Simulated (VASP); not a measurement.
# Te2Mo: dielectric tensor with PBE

Crystal: Te2Mo.

```
Te Mo
1.0
     3.53708    0.00000    0.00000
    -1.76854    3.06320    0.00000
     0.00000    0.00000    7.82688
Te Mo
2 1
Direct
  0.33333 0.66667 0.77052
  0.33333 0.66667 0.22948
  0.00000 0.00000 0.00000
```

```json
{
 "Program": "VASP 6.6.1",
 "Task": "dielectric tensor",
 "Functional": "PBE",
 "Potentials or basis": "VASP PAW PBE potentials, release 64 (Te, Mo_sv)",
 "Cutoff": "520 eV",
 "k mesh": "9 × 9 × 4",
 "Occupations": "gaussian, width 0.01 eV",
 "Spin": "no spin polarisation",
 "Dipole correction": "no",
 "Further INCAR settings": "ALGO = Normal; EDIFF = 1e-08"
}
```

| Item | Value |
| --- | --- |
| Band gap on the k mesh | 1.06 eV (least direct gap 1.07 eV) |
| Electronic dielectric tensor (diagonal) | 17.77, 17.77, 5.52 |
| Born charges (mean of the diagonal) | Te +1.23; Mo -2.45 e |

Levels at points of the mesh, in eV from the valence-band top:
```csv
k point,band 9,band 10,band 11,band 12,band 13,band 14,band 15,band 16,band 17
"(0.00, 0.00, 0.00)",-1.71,-1.03,-0.91,-0.91,-0.76,3.13,3.13,3.34,3.34
"(0.00, 0.00, 0.50)",-1.70,-1.70,-0.92,-0.92,-0.16,3.05,3.05,3.43,3.43
```

Electronic dielectric tensor:
```
17.77  0.00  0.00
 0.00 17.77  0.00
 0.00  0.00  5.52
```

Born effective charge tensors (e):
atom 1, Te
```
1.62 0.00 0.00
0.00 1.62 0.00
0.00 0.00 0.44
```
atom 2, Te
```
1.62 0.00 0.00
0.00 1.62 0.00
0.00 0.00 0.44
```
atom 3, Mo
```
-3.24  0.00  0.00
 0.00 -3.24  0.00
 0.00  0.00 -0.88
```

It took 21 min on 1 thread of Oxide Virtual Turin-like Processor, with other jobs on the host, peak memory 0.5 GiB.

Caveat: spin-orbit coupling is left out, which moves the levels of the heavy elements. A k mesh can miss the band edges.
